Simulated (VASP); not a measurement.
# CsSnI3: relaxation of cell and atoms with r2SCAN

Crystal: CsSnI3.

```xyz
5
Lattice="6.2998 0.0000 0.0000 0.0000 6.2998 0.0000 0.0000 0.0000 6.2998" Properties=species:S:1:pos:R:3 pbc="T T T"
Cs    0.0000    0.0000    0.0000
Sn    3.1499    3.1499    3.1499
I     0.0000    3.1499    3.1499
I     3.1499    0.0000    3.1499
I     3.1499    3.1499    0.0000
```

| Property | Result |
| --- | --- |
| Program | VASP 6.6.1 |
| Task | relaxation of cell and atoms |
| Functional | r2SCAN |
| Potentials or basis | VASP PAW PBE potentials, release 64 (Cs_sv, Sn_d, I) |
| Cutoff | 600 eV |
| k mesh | 4 × 4 × 4 |
| Occupations | fermi-dirac, width 0.02 eV |
| Spin | no spin polarisation |
| Dipole correction | no |
| Further INCAR settings | ALGO = Normal; EDIFF = 1e-06; IBRION = 2; EDIFFG = -0.005; NSW = 80; ISIF = 3 |

```json
{"Relaxed volume": "48.66 Å³/atom", "Relaxed cell": "a = 6.243 Å, b = 6.243 Å, c = 6.243 Å, α = 90.00°, β = 90.00°, γ = 90.00°", "Space group after relaxing (to 0.1 Å)": "Pm-3m (No. 221)", "Energy gained by relaxing": "1.9 meV/atom", "Ionic steps": "4", "Pressure after relaxing": "0.0 GPa", "Band gap on the k mesh": "0.51 eV"}
```

Step by step:
```
step  energy change (eV)  largest force (eV/Å)  pressure (GPa)  volume (Å³)
   1              0.0000                0.0000           -0.45       250.03
   2             -0.0090                0.0000           -0.11       244.99
   3             -0.0096                0.0000           -0.02       243.55
   4             -0.0096                0.0000            0.01       243.28
```

Final structure:
```yaml
crystal:
  lattice:
    - [6.24262, 0.00000, 0.00000]
    - [0.00000, 6.24262, 0.00000]
    - [0.00000, 0.00000, 6.24262]
  atoms:
    - { symbol: Cs, position: [0.00000, 0.00000, 0.00000] }
    - { symbol: Sn, position: [0.50000, 0.50000, 0.50000] }
    - { symbol: I, position: [0.00000, 0.50000, 0.50000] }
    - { symbol: I, position: [0.50000, 0.00000, 0.50000] }
    - { symbol: I, position: [0.50000, 0.50000, 0.00000] }
```

Levels at points of the mesh, in eV from the valence-band top:
| k point | band 19 | band 20 | band 21 | band 22 | band 23 | band 24 | band 25 | band 26 |
| --- | --- | --- | --- | --- | --- | --- | --- | --- |
| (0.00, 0.00, 0.00) | -2.50 | -2.35 | -2.35 | -2.35 | 2.60 | 3.42 | 3.42 | 3.82 |
| (0.50, 0.00, 0.00) | -2.65 | -2.46 | -2.46 | -1.68 | 1.23 | 4.13 | 4.26 | 4.57 |
| (0.50, 0.50, 0.00) | -2.79 | -2.72 | -1.92 | -0.83 | 0.92 | 0.92 | 4.21 | 4.66 |
| (0.50, 0.50, 0.50) | -1.90 | -1.90 | -1.90 | 0.00 | 0.51 | 0.51 | 0.51 | 3.43 |

Wall time 6.8 min on 1 thread of Intel(R) Xeon(R) 6975P-C (Granite Rapids), on a shared host, peak memory 0.45 GiB.

Caveat: semilocal functionals underestimate gaps, and a narrow one can read as zero; the PAW data sets were made with another functional, which shifts forces and pressure a little; spin-orbit coupling is left out, which moves the levels of the heavy elements. r2SCAN opens gaps a little over a GGA but as a rule still falls short of measured ones.
